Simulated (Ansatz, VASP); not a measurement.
## Al in VASP and in Ansatz

INCAR

```
SYSTEM = Al
PREC = Accurate
ENCUT = 500
EDIFF = 1E-6
ISMEAR = 1
SIGMA = 0.058
LREAL = .FALSE.
LASPH = .TRUE.
NELM = 200
ALGO = Normal
ISIF = 2
LWAVE = .FALSE.
LCHARG = .TRUE.
ISPIN = 2
MAGMOM = 4 0
LORBIT = 11
GGA = RE
LELF = .TRUE.
LVHAR = .TRUE.
NBANDS = 14
GGA_COMPAT = .FALSE.
```

Contents of KPOINTS:

```
Automatic mesh
0
G
  3 3 2
  0 0 0
```

The input POSCAR:

```
Al
1.0
    2.8124553515      0.0000000000      0.0000000000
   -1.4062276757      2.4356577814      0.0000000000
    0.0000000000      0.0000000000      4.8668500000
Al
2
Direct
    1.4316666667      0.9093333333      0.8440000000
    1.0983333333      1.2426666667      0.3440000000
```

Input for Ansatz:

```yaml
crystal:
  lattice:
    - [2.8124553515, 0.0, 0.0]
    - [-1.4062276757, 2.4356577814, 0.0]
    - [0.0, 0.0, 4.86685]
  atoms:
    - { symbol: Al, position: [1.4316666667, 0.9093333333, 0.844], spin: 4.0 }
    - { symbol: Al, position: [1.0983333333, 1.2426666667, 0.344] }
basis:
  ecutwfc: 420
kpoints:
  mp_grid: { grid: [3, 3, 2] }
hamiltonian:
  xc: revpbe
scf:
  occupations: { method: methfessel_paxton, width: 0.058 }
  lower_state_search: "off"
output:
  forces: true
  stress: true
  eigenvalues: true
  populations: true
magnetization:
  spin_polarized: true
```

Alike in both runs: task single point; functional revPBE; k mesh 3 × 3 × 2; occupations methfessel-paxton of order 1, width 0.058 eV; collinear spin.

```csv
,VASP,Ansatz
version,VASP 6.6.1,Ansatz 0.2.0
potentials or method,"VASP PAW PBE potentials, release 64 (Al), cutoff 500 eV","scalar-relativistic, plane waves, PAW"
valence electrons in the cell,6,6
```

```tsv
	VASP	Ansatz	Ansatz less VASP
gap on the k mesh at the Fermi level (eV)	none	none	-
pressure (GPa)	2.2	2.4	+0.17
traceless stress, the component that is largest in VASP (GPa)	-1.90	-1.92	-0.022
net moment per atom (μB)	0.06	0.06	+0.001
size of the moment on the site where the two differ most (μB)	0.02	0.04	+0.019
```

VASP's potentials were made for PBE, not for revPBE. Site moments also hang on the region over which each program counts them. A gap of «none» marks a metal or a gap that the smearing closes. Ansatz's warnings: seeded moment not kept, stability check not made.

The k mesh is coarse, so the values compare programs but aren't converged.
